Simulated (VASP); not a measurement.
Input of a VASP 6.6.1 run:

File INCAR:

```
SYSTEM = Ti
ALGO     = Normal         ! electronic algorithm
EDIFF    = 1E-7           ! SCF threshold, eV
ENCUT    = 520            ! plane-wave cutoff, eV
GGA      = PS             ! functional
ISIF     = 2              ! what is computed and relaxed
ISMEAR   = 0              ! smearing method
LASPH    = .True.         ! aspherical terms in the spheres
LCHARG   = .False.        ! write CHGCAR
LREAL    = .False.        ! projectors in reciprocal space
LWAVE    = .False.        ! write WAVECAR
NBANDS   = 32             ! bands
NELM     = 100            ! most SCF steps
PREC     = Accurate       ! precision mode
SIGMA    = 0.1            ! smearing width, eV
```

KPOINTS

```
k-points
0
Gamma
  6 6 4
  0 0 0
```

POSCAR

```
Ti
1.0
    4.6837902718      0.0000000000      0.0000000000
   -2.3418951359      4.0562813613      0.0000000000
    0.0000000000      0.0000000000      4.7482396306
Ti
4
Direct
    0.3333333333      0.6666666667      0.4999784704
    0.6666666667      0.3333333333      0.9999784704
    0.6666666667      0.3333333333      0.5000215296
    0.3333333333      0.6666666667      0.0000215296
```

Potentials or basis: VASP PAW PBE potentials, release 64 (Ti_sv).

The run is started by

```bash
$ cat potpaw_PBE.64/Ti_sv/POTCAR > POTCAR
$ mpirun -np 1 vasp_std > vasp.out
```

Problem. Predict the pressure.

Solution. 0.0 GPa.

Problem. Predict the band gap on the k mesh.

Solution. Zero (bands 24 and 25 overlap by 0.88 eV).

Forces on the atoms (eV/Å):
```
Ti   0.000  0.000  0.002
Ti   0.000  0.000  0.002
Ti   0.000  0.000 -0.002
Ti   0.000  0.000 -0.002
```

Caveat: the PAW data sets were made with another functional, which shifts forces and pressure a little.
